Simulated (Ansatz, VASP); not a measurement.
**Two plane-wave programs on CsSnBr3**

```xyz
5
Lattice="5.8953 0.0000 0.0000 0.0000 5.8953 0.0000 0.0000 0.0000 5.8953" Properties=species:S:1:pos:R:3 pbc="T T T"
Cs    0.0000    0.0000    0.0000
Sn    2.9476    2.9476    2.9476
Br    2.9476    0.0000    2.9476
Br    2.9476    2.9476    0.0000
Br    0.0000    2.9476    2.9476
```

Alike in both runs: task relaxation of cell and atoms; functional PBE; dispersion D3(BJ); k mesh 6 × 6 × 6; occupations gaussian, width 0.02 eV; no spin polarisation.

|  | VASP | Ansatz |
| --- | --- | --- |
| version | VASP 6.6.1 | Ansatz 0.2.0 |
| potentials or method | VASP PAW PBE potentials, release 64 (Cs_sv, Sn_d, Br), cutoff 500 eV | scalar-relativistic, plane waves, PAW |
| valence electrons in the cell | 44 | 44 |

|  | VASP | Ansatz | Ansatz less VASP |
| --- | --- | --- | --- |
| gap on the k mesh at the Fermi level, each at its own relaxed structure (eV) | 0.44 | 0.43 | -0.010 |
| relaxed volume (Å³/atom) | 39.37 | 39.30 | -0.076 |
| relaxed cell length with the largest relative difference (Å) | 5.817 | 5.813 | -0.0038 |

Neither program's run includes spin-orbit coupling.
